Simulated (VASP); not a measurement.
# Ta3Ag (P4/mmm) in VASP: relaxation of cell and atoms with PBE

Aim: the relaxation of cell and atoms of Ta3Ag with PBE.

Program: VASP 6.6.1. These are calculated values, not measurements. Logs are shortened: lines on timing, memory, paths and dates and some standing lists are left out, and cuts for length are marked.

## Step 1: The cell of the first run

The structure is tetragonal, space group P4/mmm (No. 123). Conventional cell: a = 4.425 Å, b = 4.425 Å, c = 3.660 Å, α = 90.00°, β = 90.00°, γ = 90.00°. Within 3.8 Å of Ta (site symmetry mmm) lie 10 Ta at 2.87 to 3.66 Å and 4 Ag at 2.87 Å. Within 3.8 Å of Ta (site symmetry 4/mmm) lie 10 Ta at 2.87 to 3.66 Å and 4 Ag at 3.13 Å. Within 3.8 Å of Ag (site symmetry 4/mmm) lie 12 Ta at 2.87 to 3.13 Å and 2 Ag at 3.66 Å.

## Step 2: Relaxation of cell and atoms, PBE

INCAR

```
  PREC = Accurate
  ENCUT = 600
  EDIFF = 1E-7
  ISMEAR = 0
  SIGMA = 0.1
  LREAL = False
  LASPH = True
  NELM = 60
  ALGO = Fast
  ISIF = 3
  LWAVE = False
  LCHARG = False
  GGA = PE
  IBRION = 2
  NSW = 100
  EDIFFG = -0.01
  LUSENCCL = False
```

KPOINTS

```
regular mesh
0
Gamma
  10 10 12
```

POSCAR

```
Ta3Ag
1.0
    4.4250485680      0.0000000000      0.0000000000
    0.0000000000      4.4250485680      0.0000000000
    0.0000000000      0.0000000000      3.6597595469
Ta Ag
3 1
Direct
    0.0000000000      0.5000000000      0.5000000000
    0.5000000000      0.0000000000      0.5000000000
    0.5000000000      0.5000000000      0.0000000000
    0.0000000000      0.0000000000      0.0000000000
```

Potentials or basis: VASP PAW PBE potentials, release 64 (Ta_pv, Ag).

The run is started by

```
cat potpaw_PBE.64/Ta_pv/POTCAR potpaw_PBE.64/Ag/POTCAR > POTCAR
mpirun -np 1 vasp_std > vasp.out
```

OUTCAR:

```text
PREC = Accurate
   ENCUT = 600
   EDIFF = 1E-7
   ISMEAR = 0
   LREAL = False
   LASPH = True
   NELM = 60
   ISIF = 3
   GGA = PE
   IBRION = 2
   NSW = 100
   EDIFFG = -0.01

 ion  position               nearest neighbor table
   1  0.000  0.500  0.500-   3 2.87   4 2.87   3 2.87   4 2.87   4 2.87   4 2.87   3 2.87   3 2.87
                             2 3.13   2 3.13   2 3.13   2 3.13
   2  0.500  0.000  0.500-   3 2.87   4 2.87   3 2.87   4 2.87   3 2.87   3 2.87   4 2.87   4 2.87
                             1 3.13   1 3.13   1 3.13   1 3.13
   3  0.500  0.500  0.000-   1 2.87   2 2.87   1 2.87   2 2.87   2 2.87   2 2.87   1 2.87   1 2.87
                             4 3.13   4 3.13   4 3.13   4 3.13
   4  0.000  0.000  0.000-   1 2.87   2 2.87   1 2.87   2 2.87   1 2.87   1 2.87   2 2.87   2 2.87
                             3 3.13   3 3.13   3 3.13   3 3.13

  LATTYP: Found a simple tetragonal cell.
 ALAT       =     4.4250485680
 C/A-ratio  =     0.8270552268

  Lattice vectors:

 A1 = (   4.4250485680,   0.0000000000,   0.0000000000)
 A2 = (   0.0000000000,   4.4250485680,   0.0000000000)
 A3 = (   0.0000000000,   0.0000000000,   3.6597595469)

Analysis of symmetry for initial positions (statically):
=====================================================================
 Subroutine PRICEL returns:
 Original cell was already a primitive cell.

 Routine SETGRP: Setting up the symmetry group for a
 simple tetragonal supercell.

 Subroutine GETGRP returns: Found 16 space group operations
 (whereof 16 operations were pure point group operations)
 out of a pool of 16 trial point group operations.

The static configuration has the point symmetry D_4h.

Analysis of symmetry for dynamics (positions and initial velocities):
=====================================================================
 Subroutine PRICEL returns:
 Original cell was already a primitive cell.

 Routine SETGRP: Setting up the symmetry group for a
 simple tetragonal supercell.

 Subroutine GETGRP returns: Found 16 space group operations
 (whereof 16 operations were pure point group operations)
 out of a pool of 16 trial point group operations.

The dynamic configuration has the point symmetry D_4h.

 Subroutine INISYM returns: Found 16 space group operations
 (whereof 16 operations are pure point group operations),
 and found     1 'primitive' translations

----------------------------------------------------------------------------------------

                                     Primitive cell

  volume of cell :      71.6620

  direct lattice vectors                    reciprocal lattice vectors
     4.425048568  0.000000000  0.000000000     0.225986220  0.000000000  0.000000000
     0.000000000  4.425048568  0.000000000     0.000000000  0.225986220  0.000000000
     0.000000000  0.000000000  3.659759547     0.000000000  0.000000000  0.273241995

  length of vectors
     4.425048568  4.425048568  3.659759547     0.225986220  0.225986220  0.273241995

  position of ions in fractional coordinates (direct lattice)
     0.000000000  0.500000000  0.500000000
     0.500000000  0.000000000  0.500000000
     0.500000000  0.500000000  0.000000000
     0.000000000  0.000000000  0.000000000

  ion indices of the primitive-cell ions
   primitive index   ion index
                 1           1
                 2           2
                 3           3
                 4           4

----------------------------------------------------------------------------------------

 KPOINTS: regular mesh

Automatic generation of k-mesh.
 Grid dimensions read from file:
 generate k-points for:   10   10   12

 Generating k-lattice:

  Cartesian coordinates                     Fractional coordinates (reciprocal lattice)
     0.022598622  0.000000000  0.000000000     0.100000000  0.000000000  0.000000000
     0.000000000  0.022598622  0.000000000     0.000000000  0.100000000  0.000000000
     0.000000000  0.000000000  0.022770166     0.000000000  0.000000000  0.083333333

  Length of vectors
     0.022598622  0.022598622  0.022770166

  Shift w.r.t. Gamma in fractional coordinates (k-lattice)
     0.000000000  0.000000000  0.000000000

 Subroutine IBZKPT returns following result:
 ===========================================

 Found    147 irreducible k-points:

 Following reciprocal coordinates:
            Coordinates               Weight
  0.000000  0.000000  0.000000      1.000000
  0.100000  0.000000  0.000000      4.000000
  0.200000  0.000000  0.000000      4.000000
  0.300000  0.000000  0.000000      4.000000
  0.400000  0.000000  0.000000      4.000000
  0.500000  0.000000  0.000000      2.000000
[... 16 lines left out ...]
  0.100000  0.000000  0.083333      8.000000
  0.200000  0.000000  0.083333      8.000000
 [... further k-points ...]
   k-points           NKPTS =    147   k-points in BZ     NKDIM =    147   number of bands    NBANDS=     26
   number of dos      NEDOS =    301   number of ions     NIONS =      4
   total plane-waves  NPLWV =  38880
   dimension x,y,z NGX =    36 NGY =   36 NGZ =   30
   dimension x,y,z NGXF=    72 NGYF=   72 NGZF=   60
   ions per type =               3   1
   NGX,Y,Z   is equivalent  to a cutoff of  13.52, 13.52, 13.63 a.u.
   NGXF,Y,Z  is equivalent  to a cutoff of  27.05, 27.05, 27.26 a.u.
 SYSTEM =  unknown system
   PREC   = accura    normal or accurate (medium, high low for compatibility)
   ISTART =      0    job   : 0-new  1-cont  2-samecut
   ICHARG =      2    charge: 1-file 2-atom 10-const
   ISPIN  =      1    spin polarized calculation?
   LNONCOLLINEAR =      F non collinear calculations
   LSORBIT =      F    spin-orbit coupling
   LASPH  =      T    aspherical Exc in radial PAW
   ENCUT  =  600.0 eV  44.10 Ry    6.64 a.u.   8.84  8.84  7.31*2*pi/ulx,y,z
   NELM   =     60;   NELMIN=  2; NELMDL= -5     # of ELM steps
   EDIFF  = 0.1E-06   stopping-criterion for ELM
   LREAL  =      F    real-space projection
   EDIFFG = -.1E-01   stopping-criterion for IOM
   NSW    =    100    number of steps for IOM
   IBRION =      2    ionic relax: 0-MD 1-quasi-New 2-CG
   NFREE  =      1    steps in history (QN), initial steepest desc. (CG)
   ISIF   =      3    stress and relaxation
   ISYM   =      2    0-nonsym 1-usesym 2-fastsym
   POTIM  = 0.5000    time-step for ionic-motion
   TEBEG  =    0.0;   TEEND  =   0.0 temperature during run
   PSTRESS=    0.0 pullay stress
   NELECT =      44.0000    total number of electrons
   NUPDOWN=      -1.0000    fix difference up-down
   EMIN   =  10.00;   EMAX   =-10.00  energy-range for DOS
   EFERMI =   0.00;   METHOD = LEGACY
   ISMEAR =     0;   SIGMA  =   0.10  broadening in eV -4-tet -1-fermi 0-gaus
   EFERMI_NEDOS =   21; number of points for ismear=-14 and -15
   IALGO  =     68    algorithm
   IMIX   =      4    mixing-type and parameters
     AMIX     =   0.40;   BMIX     =  1.00
     AMIX_MAG =   1.60;   BMIX_MAG =  1.00
  volume/ion in A,a.u.               =      17.92       120.90
  Fermi-wavevector in a.u.,A,eV,Ry     =   1.391435  2.629430 26.342113  1.936091
  Thomas-Fermi vector in A             =   2.515274
   LORBIT       =      0    0 simple, 1 ext, 2 COOP (PROOUT), +10 PAW based schemes
   GGA     = PE    functional components
   LHFCALC =     F    Hartree Fock is set to
   AEXX    =    0.0000 exact exchange contribution
   IVDW    =     0    specifies the selected vdW correction
   LEPSILON=     F    determine dielectric tensor
   LRPA    =     F    only Hartree local field effects (RPA)
 conjugate gradient relaxation of ions
 non-spin polarized calculation
 RMM-DIIS sequential band-by-band and
 Gauss-broadening in eV      SIGMA  =   0.10
  energy-cutoff  :      600.00
  volume of cell :       71.66
 maximum number of plane-waves:      2424
 NGX is ok and might be reduce to    36
   NGX = 17   NGY = 17   NGZ = 15

--------------------------------------- Ionic step        1  -------------------------------------------

 number of electron      44.0000014 magnetization

 Free energy of the ion-electron system (eV)
  ---------------------------------------------------
  ext. energy  EPLUGINS =         0.00000000
  ---------------------------------------------------
  free energy    TOTEN  =       -37.14325958 eV

  energy without entropy =      -37.12780080  energy(sigma->0) =      -37.13553019

------------------------ aborting loop because EDIFF is reached ----------------------------------------

  FORCE on cell =-STRESS in cart. coord.  units (eV):
  Direction    XX          YY          ZZ          XY          YZ          ZX
  --------------------------------------------------------------------------------------
  -------------------------------------------------------------------------------------
  Total       -0.0250506     -0.0250506      0.0459446      0.0000000      0.0000000      0.0000000
  in kB       -0.5600671     -0.5600671      1.0272038      0.0000000      0.0000000      0.0000000
  external PRESSURE =      -0.0309768 kB  Pullay stress =       0.0000000 kB
[... 61 lines left out ...]
  energy  without entropy=      -37.1278952080  energy(sigma->0) =      -37.13559559

--------------------------------------- Ionic step        3  -------------------------------------------

 number of electron      44.0000015 magnetization

 Free energy of the ion-electron system (eV)
  ---------------------------------------------------
  ext. energy  EPLUGINS =         0.00000000
  ---------------------------------------------------
  free energy    TOTEN  =       -37.14333341 eV

  energy without entropy =      -37.12801856  energy(sigma->0) =      -37.13567599

 E-fermi :   6.4571     XC(G=0): -12.5132

 val. band max:        6.4563429574   @ k =   0.2000   0.2000   0.1667
 cond. band min:       6.4605833030   @ k =   0.5000   0.4000   0.4167
 fundamental gap:      0.0042403456
 Fermi energy:         6.4570544042

 k-point     1 :       0.0000    0.0000    0.0000
  band No.  band energies     occupation
      1     -28.0589      2.00000
      2     -28.0589      2.00000
      3     -27.9392      2.00000
      4     -27.6961      2.00000
      5     -27.6961      2.00000
      6     -27.6783      2.00000
[... 685 lines left out ...]
     25       9.2385      0.00000
     26       9.4112      0.00000

 [... further k-points ...]
[... 5 lines left out ...]
  --------------------------------------------------------------------------------------
  -------------------------------------------------------------------------------------
  Total        0.0030834      0.0030834      0.0328940      0.0000000      0.0000000      0.0000000
  in kB        0.0689459      0.0689459      0.7355200      0.0000000      0.0000000      0.0000000
  external PRESSURE =       0.2911373 kB  Pullay stress =       0.0000000 kB
[... 19 lines left out ...]
  FREE ENERGIE OF THE ION-ELECTRON SYSTEM (eV)
  ---------------------------------------------------
  free  energy   TOTEN  =       -37.1433334141 eV

  energy  without entropy=      -37.1280185630  energy(sigma->0) =      -37.13567599

 reached required accuracy - stopping structural energy minimisation
```

It took 14 min on 1 × NVIDIA H100 80GB with 1 thread of AMD EPYC 7R13 (Zen 3), shared host; peak memory 1.5 GiB.

Results:

- Free energy: -37.1433 eV
- Relaxed volume: 17.91 Å³/atom
- Relaxed cell: a = 4.422 Å, b = 4.422 Å, c = 3.665 Å, α = 90.00°, β = 90.00°, γ = 90.00°
- Space group after relaxing (to 0.1 Å): P4/mmm (No. 123)
- Energy gained by relaxing: 0.0 meV/atom
- Ionic steps: 3
- Pressure after relaxing: 0.0 GPa
- Band gap on the k mesh: zero (bands 22 and 23 overlap by 1.77 eV)

Final structure:
```cif
data_structure
_symmetry_space_group_name_H-M 'P 1'
_symmetry_Int_Tables_number 1
_cell_length_a 4.4217
_cell_length_b 4.4217
_cell_length_c 3.6649
_cell_angle_alpha 90.000
_cell_angle_beta 90.000
_cell_angle_gamma 90.000
_cell_volume 71.65
loop_
_atom_site_label
_atom_site_type_symbol
_atom_site_fract_x
_atom_site_fract_y
_atom_site_fract_z
_atom_site_occupancy
Ta1 Ta 0.00000 0.50000 0.50000 1
Ta2 Ta 0.50000 0.00000 0.50000 1
Ta3 Ta 0.50000 0.50000 0.00000 1
Ag1 Ag 0.00000 0.00000 0.00000 1
```

Caveat: spin-orbit coupling is left out, which moves the levels of the heavy elements.
